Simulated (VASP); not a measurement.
TiO, 4 atoms in the cell. The structure is hexagonal, space group P6_3/mmc (No. 194). Conventional cell: a = 2.852 Å, b = 2.852 Å, c = 5.568 Å, α = 90.00°, β = 90.00°, γ = 120.00°. Within 2.9 Å of Ti (site symmetry -6m2) lie 6 O at 2.16 Å and 6 Ti at 2.85 Å. Within 2.9 Å of O (site symmetry -3m) lie 6 Ti at 2.16 Å and 8 O at 2.78 to 2.85 Å. 

* Program: VASP 6.6.1
* Task: single point
* Functional: PBEsol
* Potentials or basis: VASP PAW PBE potentials, release 64 (Ti_sv, O)
* Cutoff: 520 eV
* k mesh: 18 × 18 × 8
* Occupations: gaussian, width 0.1 eV
* Spin: no spin polarisation
* Dipole correction: no
* Further INCAR settings: ALGO = Normal; EDIFF = 1e-07; NBANDS = 26

Potentials or basis: VASP PAW PBE potentials, release 64 (Ti_sv, O).

Launch:

```console
$ cat potpaw_PBE.64/Ti_sv/POTCAR potpaw_PBE.64/O/POTCAR > POTCAR
$ mpirun -np 1 vasp_std > vasp.out
```

Hardware: 1 thread of Intel(R) Xeon(R) 6975P-C (Granite Rapids), with other jobs on the host.

Task: Estimate the wall time of this run.

Result: Wall time 64 s on 1 thread of Intel(R) Xeon(R) 6975P-C (Granite Rapids), with other jobs on the host, peak memory 0.28 GiB. Counts: scf iterations 15, k points 185.
